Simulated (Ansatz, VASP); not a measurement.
# Two plane-wave programs on Ni

```
Ni
1.0
    -0.00587    1.75900    1.75900
     1.75900   -0.00587    1.75900
     1.75900    1.75900   -0.00587
Ni
1
Direct
  0.00000 0.00000 0.00000
```

Alike in both runs: task single point; functional LDA; k mesh 17 × 17 × 17; collinear spin.

|  | VASP | Ansatz |
| --- | --- | --- |
| version | VASP 6.6.1 | Ansatz 0.2.0 |
| potentials or method | VASP PAW LDA potentials, release 64 (Ni), cutoff 520 eV | plane waves, PAW |
| occupations | methfessel-paxton of order 1, width 0.1 eV | cold, width 0.1 eV |
| valence electrons in the cell | 10 | 18 |

VASP gave:

- pressure (GPa): -17.6
- traceless stress, the component that is largest in VASP (GPa): 0.38
- net moment per atom (μB): 0.64
- size of the moment on the site where the two differ most (μB): 0.65

**Question.** What did Ansatz give for the same quantities?

**Answer.** Pressure (GPa): -17.7; traceless stress, the component that is largest in VASP (GPa): 0.40; net moment per atom (μB): 0.67; size of the moment on the site where the two differ most (μB): 0.70.

LDA's correlation is that of Perdew and Zunger in VASP and of Perdew and Wang (1992) in Ansatz. Site moments also hang on the region over which each program counts them. VASP's potentials hold 10 valence electrons a cell and Ansatz's 18, so a difference there can come from the potentials and not from the codes. Ansatz's warnings: stability check not made.
